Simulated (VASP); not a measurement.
CoO: relaxation of cell and atoms with PBE

The system is CoO.

```
Co O
1.0
     0.00000    2.09093    2.09093
     2.09093    0.00000    2.09093
     2.09093    2.09093    0.00000
Co O
1 1
Direct
  0.00000 0.00000 0.00000
  0.75000 0.75000 0.75000
```

```
Program                : VASP 6.6.1
Task                   : relaxation of cell and atoms
Functional             : PBE
Potentials or basis    : VASP PAW PBE potentials, release 64 (Co, O)
Cutoff                 : 600 eV
k mesh                 : 8 × 8 × 8
Occupations            : gaussian, width 0.1 eV
Spin                   : collinear spin, ferromagnetic start
Starting moments       : [3.0, 0.0] μB
Dipole correction      : no
Further INCAR settings : ALGO = Normal; EDIFF = 1e-06; IBRION = 2; EDIFFG = -0.04; NSW = 90; ISIF = 3
```

| Quantity | Value |
| --- | --- |
| Relaxed volume | 11.38 Å³/atom |
| Relaxed cell | a = 3.181 Å, b = 3.181 Å, c = 3.181 Å, α = 60.00°, β = 60.00°, γ = 60.00° |
| Space group after relaxing (to 0.05 Å) | F-43m (No. 216) |
| Energy gained by relaxing | 194.8 meV/atom |
| Ionic steps | 4 |
| Pressure after relaxing | 0.2 GPa |
| Net moment | 2.77 μB per cell |
| Site moments | Co +2.38; O +0.30 μB |
| Valence electrons inside the program's atomic spheres | Co 8.01; O 4.99 |

Step by step:
| step | energy change (eV) | largest force (eV/Å) | pressure (GPa) | volume (Å³) |
| --- | --- | --- | --- | --- |
| 1 | 0.0000 | 0.0000 | 39.30 | 18.28 |
| 2 | -0.3229 | 0.0000 | -9.68 | 24.88 |
| 3 | -0.3856 | 0.0000 | 2.45 | 22.31 |
| 4 | -0.3896 | 0.0000 | 0.21 | 22.77 |

Final structure:
```
Co O
1.0
     0.00000    2.24960    2.24960
     2.24960    0.00000    2.24960
     2.24960    2.24960    0.00000
Co O
1 1
Direct
  0.00000 0.00000 0.00000
  0.75000 0.75000 0.75000
```

Levels at points of the mesh, in eV from the Fermi level:
Spin up:
```
           k point  band 7  band 8  band 9  band 10  band 11  band 12
(0.00, 0.00, 0.00)    0.20    0.32    0.32     0.32    14.26    14.26
(0.50, 0.00, 0.00)   -2.14   -0.52   -0.52     5.77     7.05    13.69
(0.50, 0.50, 0.00)   -1.75   -1.75   -1.50     5.23    10.00    11.18
```
Spin down:
| k point | band 2 | band 3 | band 4 | band 5 | band 6 | band 7 | band 8 | band 9 | band 10 | band 11 |
| --- | --- | --- | --- | --- | --- | --- | --- | --- | --- | --- |
| (0.00, 0.00, 0.00) | -4.94 | -4.94 | -4.94 | -0.52 | -0.52 | 0.71 | 2.67 | 2.67 | 2.67 | 14.71 |
| (0.50, 0.00, 0.00) | -6.47 | -4.73 | -4.73 | -0.29 | -0.29 | 0.28 | 1.77 | 1.77 | 6.24 | 7.83 |
| (0.50, 0.50, 0.00) | -6.54 | -4.46 | -4.46 | -0.76 | -0.15 | 0.02 | 0.99 | 0.99 | 6.25 | 10.70 |

Run time: 81 s on 1 thread of Intel Xeon 8259CL, on a shared host, peak memory 0.16 GiB.

Caveat: the volume moved by over 15 % at a fixed basis, so the end points are rough; a cell with one magnetic atom can't hold antiferromagnetic order, which such compounds often take; semilocal functionals often make such compounds metallic where correlation or magnetic order opens a gap, which also shifts bond lengths. With open d or f shells a metallic result of PBE can be an artefact of self-interaction; +U or a hybrid may open a gap.
